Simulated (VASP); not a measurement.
# SiC (F-43m) in VASP: further runs

The runs below take SiC through single point, with PBE.

Program: VASP 6.6.1. These are calculated values, not measurements. Logs are shortened: lines on timing, memory, paths and dates and some standing lists are left out, and cuts for length are marked.

### Step 1. The cell of the first run

It takes space group F-43m (No. 216, cubic). Conventional cell: a = 4.415 Å, b = 4.415 Å, c = 4.415 Å, α = 90.00°, β = 90.00°, γ = 90.00°. Si (site symmetry -43m) has 4 C at 1.91 Å within 2.5 Å. C (site symmetry -43m) has 4 Si at 1.91 Å within 2.5 Å.

### Step 2. Single point, PBE

File INCAR:

```
PREC = Accurate ; ENCUT = 600
EDIFF = 1E-6 ; ISMEAR = 0
SIGMA = 0.01 ; LREAL = F
LASPH = T ; NELM = 120
ALGO = Normal ; ISIF = 2
LWAVE = F ; LCHARG = T
GGA = PE ; LELF = T
LVHAR = T ; NBANDS = 11
GGA_COMPAT = F
```

File KPOINTS:

```
regular mesh
0
Gamma
  3 3 3
```

File POSCAR:

```
SiC
1.0
    0.0000000000      2.2076743409      2.2076743409
    2.2076743409      0.0000000000      2.2076743409
    2.2076743409      2.2076743409      0.0000000000
Si C
1 1
Direct
    0.0000000000      0.0000000000      0.0000000000
    0.2500000000      0.2500000000      0.2500000000
```

Potentials or basis: VASP PAW PBE potentials, release 64 (Si, C).

The run is started by

```bash
$ cat potpaw_PBE.64/Si/POTCAR potpaw_PBE.64/C/POTCAR > POTCAR
$ mpirun -np 1 vasp_std > vasp.out
```

OUTCAR:

```text
PREC = Accurate
   ENCUT = 600
   EDIFF = 1E-6
   ISMEAR = 0
   LREAL = F
   LASPH = T
   NELM = 120
   ISIF = 2
   GGA = PE

 ion  position               nearest neighbor table
   1  0.000  0.000  0.000-   2 1.91   2 1.91   2 1.91   2 1.91
   2  0.250  0.250  0.250-   1 1.91   1 1.91   1 1.91   1 1.91

  LATTYP: Found a face centered cubic cell.
 ALAT       =     4.4153486818

  Lattice vectors:

 A1 = (   0.0000000000,   2.2076743409,   2.2076743409)
 A2 = (   2.2076743409,   0.0000000000,   2.2076743409)
 A3 = (   2.2076743409,   2.2076743409,   0.0000000000)

Analysis of symmetry for initial positions (statically):
=====================================================================
 Subroutine PRICEL returns:
 Original cell was already a primitive cell.

 Routine SETGRP: Setting up the symmetry group for a
 face centered cubic supercell.

 Subroutine GETGRP returns: Found 24 space group operations
 (whereof 24 operations were pure point group operations)
 out of a pool of 48 trial point group operations.

The static configuration has the point symmetry T_d .

Analysis of symmetry for dynamics (positions and initial velocities):
=====================================================================
 Subroutine PRICEL returns:
 Original cell was already a primitive cell.

 Routine SETGRP: Setting up the symmetry group for a
 face centered cubic supercell.

 Subroutine GETGRP returns: Found 24 space group operations
 (whereof 24 operations were pure point group operations)
 out of a pool of 48 trial point group operations.

The dynamic configuration has the point symmetry T_d .

 Subroutine INISYM returns: Found 24 space group operations
 (whereof 24 operations are pure point group operations),
 and found     1 'primitive' translations

----------------------------------------------------------------------------------------

                                     Primitive cell

  volume of cell :      21.5196

  direct lattice vectors                    reciprocal lattice vectors
     0.000000000  2.207674341  2.207674341    -0.226482679  0.226482679  0.226482679
     2.207674341  0.000000000  2.207674341     0.226482679 -0.226482679  0.226482679
     2.207674341  2.207674341  0.000000000     0.226482679  0.226482679 -0.226482679

  length of vectors
     3.122122994  3.122122994  3.122122994     0.392279508  0.392279508  0.392279508

  position of ions in fractional coordinates (direct lattice)
     0.000000000  0.000000000  0.000000000
     0.250000000  0.250000000  0.250000000

  ion indices of the primitive-cell ions
   primitive index   ion index
                 1           1
                 2           2

----------------------------------------------------------------------------------------

 KPOINTS: regular mesh

Automatic generation of k-mesh.
 Grid dimensions read from file:
 generate k-points for:    3    3    3

 Generating k-lattice:

  Cartesian coordinates                     Fractional coordinates (reciprocal lattice)
    -0.075494226  0.075494226  0.075494226     0.333333333  0.000000000  0.000000000
     0.075494226 -0.075494226  0.075494226     0.000000000  0.333333333  0.000000000
     0.075494226  0.075494226 -0.075494226     0.000000000  0.000000000  0.333333333

  Length of vectors
     0.130759836  0.130759836  0.130759836

  Shift w.r.t. Gamma in fractional coordinates (k-lattice)
     0.000000000  0.000000000  0.000000000

 Subroutine IBZKPT returns following result:
 ===========================================

 Found      4 irreducible k-points:

 Following reciprocal coordinates:
            Coordinates               Weight
  0.000000  0.000000  0.000000      1.000000
  0.333333  0.000000  0.000000      8.000000
  0.333333  0.333333  0.000000      6.000000
 -0.333333  0.333333  0.000000     12.000000
   k-points           NKPTS =      4   k-points in BZ     NKDIM =      4   number of bands    NBANDS=     11
   number of dos      NEDOS =    301   number of ions     NIONS =      2
   total plane-waves  NPLWV =  21952
   dimension x,y,z NGX =    28 NGY =   28 NGZ =   28
   dimension x,y,z NGXF=    56 NGYF=   56 NGZF=   56
   ions per type =               1   1
   NGX,Y,Z   is equivalent  to a cutoff of  14.91, 14.91, 14.91 a.u.
   NGXF,Y,Z  is equivalent  to a cutoff of  29.82, 29.82, 29.82 a.u.
 SYSTEM =  unknown system
   PREC   = accura    normal or accurate (medium, high low for compatibility)
   ISTART =      0    job   : 0-new  1-cont  2-samecut
   ICHARG =      2    charge: 1-file 2-atom 10-const
   ISPIN  =      1    spin polarized calculation?
   LNONCOLLINEAR =      F non collinear calculations
   LSORBIT =      F    spin-orbit coupling
   LASPH  =      T    aspherical Exc in radial PAW
   ENCUT  =  600.0 eV  44.10 Ry    6.64 a.u.   6.24  6.24  6.24*2*pi/ulx,y,z
   NELM   =    120;   NELMIN=  2; NELMDL= -5     # of ELM steps
   EDIFF  = 0.1E-05   stopping-criterion for ELM
   LREAL  =      F    real-space projection
   EDIFFG = 0.1E-04   stopping-criterion for IOM
   NSW    =      0    number of steps for IOM
   IBRION =     -1    ionic relax: 0-MD 1-quasi-New 2-CG
   NFREE  =      0    steps in history (QN), initial steepest desc. (CG)
   ISIF   =      2    stress and relaxation
   ISYM   =      2    0-nonsym 1-usesym 2-fastsym
   POTIM  = 0.5000    time-step for ionic-motion
   TEBEG  =    0.0;   TEEND  =   0.0 temperature during run
   PSTRESS=    0.0 pullay stress
   NELECT =       8.0000    total number of electrons
   NUPDOWN=      -1.0000    fix difference up-down
   EMIN   =  10.00;   EMAX   =-10.00  energy-range for DOS
   EFERMI =   0.00;   METHOD = LEGACY
   ISMEAR =     0;   SIGMA  =   0.01  broadening in eV -4-tet -1-fermi 0-gaus
   EFERMI_NEDOS =   21; number of points for ismear=-14 and -15
   IALGO  =     38    algorithm
   IMIX   =      4    mixing-type and parameters
     AMIX     =   0.40;   BMIX     =  1.00
     AMIX_MAG =   1.60;   BMIX_MAG =  1.00
  volume/ion in A,a.u.               =      10.76        72.61
  Fermi-wavevector in a.u.,A,eV,Ry     =   1.177136  2.224464 18.852888  1.385648
  Thomas-Fermi vector in A             =   2.313487
   LORBIT       =      0    0 simple, 1 ext, 2 COOP (PROOUT), +10 PAW based schemes
   GGA     = PE    functional components
   LHFCALC =     F    Hartree Fock is set to
   AEXX    =    0.0000 exact exchange contribution
   IVDW    =     0    specifies the selected vdW correction
   LEPSILON=     F    determine dielectric tensor
   LRPA    =     F    only Hartree local field effects (RPA)
 non-spin polarized calculation
 Gauss-broadening in eV      SIGMA  =   0.01
  energy-cutoff  :      600.00
  volume of cell :       21.52
 maximum number of plane-waves:       745
 NGX is ok and might be reduce to    28
   NGX = 13   NGY = 13   NGZ = 13

 number of electron       8.0000000 magnetization

 Free energy of the ion-electron system (eV)
  ---------------------------------------------------
  ext. energy  EPLUGINS =         0.00000000
  ---------------------------------------------------
  free energy    TOTEN  =       -14.55861747 eV

  energy without entropy =      -14.55861747  energy(sigma->0) =      -14.55861747

 E-fermi :   7.9234     XC(G=0): -11.1387

 val. band max:        7.8399475551   @ k =   0.0000   0.0000   0.0000
 cond. band min:      10.3090153953   @ k =   0.3333   0.3333   0.0000
 fundamental gap:      2.4690678402
 Fermi energy:         7.9234124893

 k-point     1 :       0.0000    0.0000    0.0000
  band No.  band energies     occupation
      1      -7.3330      2.00000
      2       7.8399      2.00000
      3       7.8399      2.00000
      4       7.8399      2.00000
      5      13.5899      0.00000
      6      14.7362      0.00000
      7      14.7362      0.00000
      8      14.7362      0.00000
      9      21.9774      0.00000
     10      21.9774      0.00000
     11      23.6022      0.00000

 k-point     2 :       0.3333    0.0000    0.0000
  band No.  band energies     occupation
      1      -5.3246      2.00000
      2       1.7166      2.00000
      3       6.9872      2.00000
      4       6.9872      2.00000
      5      13.0912      0.00000
      6      15.1465      0.00000
      7      15.1465      0.00000
      8      17.4343      0.00000
      9      21.7127      0.00000
     10      21.7127      0.00000
     11      22.6117      0.00000

 k-point     3 :       0.3333    0.3333    0.0000
  band No.  band energies     occupation
      1      -4.6315      2.00000
      2       2.7657      2.00000
      3       5.2485      2.00000
      4       5.2485      2.00000
      5      10.3090      0.00000
      6      12.7909      0.00000
      7      19.5104      0.00000
      8      19.5104      0.00000
      9      20.3890      0.00000
     10      25.0439      0.00000
     11      29.2897      0.00000

 k-point     4 :      -0.3333    0.3333    0.0000
  band No.  band energies     occupation
      1      -2.8303      2.00000
      2       0.8081      2.00000
      3       2.3082      2.00000
      4       5.6734      2.00000
      5      11.4830      0.00000
      6      16.6830      0.00000
      7      18.2198      0.00000
      8      18.9428      0.00000
      9      20.2161      0.00000
     10      21.9380      0.00000
     11      28.8151      0.00000

------------------------ aborting loop because EDIFF is reached ----------------------------------------

  FORCE on cell =-STRESS in cart. coord.  units (eV):
  Direction    XX          YY          ZZ          XY          YZ          ZX
  --------------------------------------------------------------------------------------
  -------------------------------------------------------------------------------------
  Total       -0.4953861     -0.4953861     -0.4953861      0.0000000      0.0000000      0.0000000
  in kB      -36.8824196    -36.8824196    -36.8824196      0.0000000      0.0000000      0.0000000
  external PRESSURE =     -36.8824196 kB  Pullay stress =       0.0000000 kB

 VOLUME and BASIS-vectors are now :
 -----------------------------------------------------------------------------
  energy-cutoff  :      600.00
  volume of cell :       21.52
      direct lattice vectors                 reciprocal lattice vectors
     0.000000000  2.207674341  2.207674341    -0.226482679  0.226482679  0.226482679
     2.207674341  0.000000000  2.207674341     0.226482679 -0.226482679  0.226482679
     2.207674341  2.207674341  0.000000000     0.226482679  0.226482679 -0.226482679

 POSITION                                       TOTAL-FORCE (eV/Angst)
 -----------------------------------------------------------------------------------
      0.00000      0.00000      0.00000        -0.000000     -0.000000     -0.000000
      1.10384      1.10384      1.10384         0.000000      0.000000      0.000000
 -----------------------------------------------------------------------------------
    total drift:                               -0.000000     -0.000000     -0.000000

  FREE ENERGIE OF THE ION-ELECTRON SYSTEM (eV)
  ---------------------------------------------------
  free  energy   TOTEN  =       -14.5586174708 eV

  energy  without entropy=      -14.5586174708  energy(sigma->0) =      -14.55861747
```

Run time: 5.2 s. Hardware: 1 thread of Intel Xeon 8259CL, shared host; peak memory 0.14 GiB.

Results:

| Quantity | Value |
| --- | --- |
| Free energy | -14.5586 eV |
| Pressure | -3.7 GPa |
| Band gap on the k mesh | 2.47 eV, indirect (least direct gap 5.06 eV) |

Levels at points of the mesh, in eV from the valence-band top:
```tsv
k point	band 1	band 2	band 3	band 4	band 5	band 6	band 7	band 8
(0.00, 0.00, 0.00)	-15.17	0.00	0.00	0.00	5.75	6.90	6.90	6.90
```

Caveat: the k points lie up to 0.82 Å⁻¹ apart.

### Step 3. Single point, PBE

This run uses another cell than the first one, of 11.17 Å³/atom, 1.038 times its volume.

File INCAR:

```
SYSTEM = SiC
ALGO = Normal
EDIFF = 1E-6
ENCUT = 600
GGA = PE
GGA_COMPAT = .FALSE.
ISIF = 2
ISMEAR = 0
LASPH = .TRUE.
LCHARG = .FALSE.
LREAL = .FALSE.
LWAVE = .FALSE.
NBANDS = 11
NELM = 120
PREC = Accurate
SIGMA = 0.01
```

File KPOINTS:

```
k-points
0
G
  3 3 3
  0 0 0
```

File POSCAR:

```
SiC
1.0
    0.0000000000      2.2356225527      2.2356225527
    2.2356225527      0.0000000000      2.2356225527
    2.2356225527      2.2356225527      0.0000000000
Si C
1 1
Direct
    0.0000000000      0.0000000000      0.0000000000
    0.2500000000      0.2500000000      0.2500000000
```

Potentials or basis: VASP PAW PBE potentials, release 64 (Si, C).

The run is started by

```bash
$ cat potpaw_PBE.64/Si/POTCAR potpaw_PBE.64/C/POTCAR > POTCAR
$ mpirun -np 1 vasp_std > vasp.out
```

Wall time 4.4 s (1 thread of Intel Xeon 8259CL, shared host); peak memory 0.14 GiB.

The run converged. Its results:

* Free energy: -14.5217 eV
* Pressure: -10.6 GPa
* Band gap on the k mesh: 2.44 eV, indirect (least direct gap 4.97 eV)

Levels at points of the mesh, in eV from the valence-band top:
| k point | band 1 | band 2 | band 3 | band 4 | band 5 | band 6 | band 7 | band 8 |
| --- | --- | --- | --- | --- | --- | --- | --- | --- |
| (0.00, 0.00, 0.00) | -14.88 | 0.00 | 0.00 | 0.00 | 5.31 | 6.65 | 6.65 | 6.65 |

Caveat: the k points lie up to 0.81 Å⁻¹ apart. Expect the measured gap to be larger: semilocal functionals such as PBE lack the derivative discontinuity.

### Step 4. Single point, PBE

This run uses another cell than the first one, of 11.17 Å³/atom, 1.038 times its volume.

File INCAR:

```
PREC = Accurate ; ENCUT = 600
EDIFF = 1E-6 ; ISMEAR = 0
SIGMA = 0.01 ; LREAL = False
LASPH = True ; NELM = 120
ALGO = Normal ; ISIF = 2
LWAVE = False ; LCHARG = False
GGA = PE ; NBANDS = 11
GGA_COMPAT = False
```

File KPOINTS:

```
Automatic mesh
0
Gamma
  3 3 3
```

POSCAR is that of step 3.

The run is started by

```bash
$ cat potpaw_PBE.64/Si/POTCAR potpaw_PBE.64/C/POTCAR > POTCAR
$ mpirun -np 1 vasp_std > vasp.out
```

It took 4.8 s on 1 thread of Intel Xeon 8259CL, shared host; peak memory 0.14 GiB.

Results (log left out):

```
Free energy            : -14.5217 eV
Pressure               : -10.6 GPa
Band gap on the k mesh : 2.44 eV, indirect (least direct gap 4.97 eV)
```

Levels at points of the mesh, in eV from the valence-band top:
```csv
k point,band 2,band 3,band 4,band 5,band 6,band 7
"(0.00, 0.00, 0.00)",0.00,0.00,0.00,5.31,6.65,6.65
```

Caveat: the k points lie up to 0.81 Å⁻¹ apart.

### Step 5. Single point, PBE

This run uses another cell than the first one, of 9.52 Å³/atom, 0.885 times its volume.

File INCAR:

```
PREC     = Accurate       # precision mode
ENCUT    = 600            # plane-wave cutoff, eV
EDIFF    = 1E-6           # SCF threshold, eV
ISMEAR   = 0              # smearing method
SIGMA    = 0.01           # smearing width, eV
LREAL    = F              # projectors in reciprocal space
LASPH    = T              # aspherical terms in the spheres
NELM     = 120            # most SCF steps
ALGO     = Normal         # electronic algorithm
ISIF     = 2              # what is computed and relaxed
LWAVE    = F              # write WAVECAR
LCHARG   = F              # write CHGCAR
GGA      = PE             # functional
NBANDS   = 11             # bands
GGA_COMPAT= F
```

KPOINTS is that of step 4.

File POSCAR:

```
SiC
1.0
    0.0000000000      2.1192710523      2.1192710523
    2.1192710523      0.0000000000      2.1192710523
    2.1192710523      2.1192710523      0.0000000000
Si C
1 1
Direct
    0.0000000000      0.0000000000      0.0000000000
    0.2500000000      0.2500000000      0.2500000000
```

The run is started by

```bash
$ cat potpaw_PBE.64/Si/POTCAR potpaw_PBE.64/C/POTCAR > POTCAR
$ mpirun -np 1 vasp_std > vasp.out
```

Run time: 2.8 s. Hardware: 1 thread of Intel Xeon 8259CL, shared host; peak memory 0.13 GiB.

It converged, with:

| Property | Result |
| --- | --- |
| Free energy | -14.3977 eV |
| Pressure | 27.0 GPa |
| Band gap on the k mesh | 2.55 eV, indirect (least direct gap 5.34 eV) |

Levels at points of the mesh, in eV from the valence-band top:
```tsv
k point	band 2	band 3	band 4	band 5	band 6	band 7
(0.00, 0.00, 0.00)	0.00	0.00	0.00	7.19	7.76	7.76
```

Caveat: the k points lie up to 0.86 Å⁻¹ apart.

### Step 6. Overview

| cell | gap on the mesh (eV) | pressure (GPa) |
| --- | --- | --- |
| a = 3.122 Å, angles 60.0°, 2 atoms | 2.47 | -3.7 |
| a = 3.162 Å, angles 60.0°, 2 atoms | 2.44 | -10.6 |
| a = 2.997 Å, angles 60.0°, 2 atoms | 2.55 | 27.0 |

Alike in all rows: task single point; level PBE; potentials or basis VASP PAW PBE potentials, release 64 (Si, C); no spin polarisation; k mesh 3 × 3 × 3; cutoff (eV) 600; smearing gaussian 0.01 eV.

Caveats: all runs use coarse meshes.

Absolute energies hang on the potentials; compare differences alone.
